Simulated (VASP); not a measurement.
Here is a VASP 6.6.1 calculation.

INCAR

```
PREC = Accurate ; ENCUT = 520
EDIFF = 1E-6 ; ISMEAR = 0
SIGMA = 0.1 ; LREAL = F
LASPH = T ; NELM = 150
ALGO = Normal ; ISIF = 2
LWAVE = F ; LCHARG = F
MAGMOM = 0 0 0 0 0 0 0 0 0 ; LORBIT = 11
LSORBIT = T ; GGA_COMPAT = F
LORBMOM = T ; LMAXMIX = 4
GGA = PE ; NBANDS = 29
```

File KPOINTS:

```
Automatic mesh
0
Gamma
  15 15 12
```

File POSCAR:

```
HfB2
1.0
    3.2001580323      0.0000000000      0.0000000000
   -1.6000790162      2.7714181521      0.0000000000
    0.0000000000      0.0000000000      3.5652373229
Hf B
1 2
Direct
    0.0000000000      0.0000000000      0.0000000000
    0.3333333333      0.6666666667      0.5000000000
    0.6666666667      0.3333333333      0.5000000000
```

Potentials or basis: VASP PAW PBE potentials, release 64 (Hf_pv, B).

Command:

```console
$ cat potpaw_PBE.64/Hf_pv/POTCAR potpaw_PBE.64/B/POTCAR > POTCAR
$ mpirun -np 1 vasp_ncl > vasp.out
```

(1) Predict the net moment.

(2) Estimate the pressure.

Results:

(1) 0.00 μB per cell.

(2) -13.1 GPa.
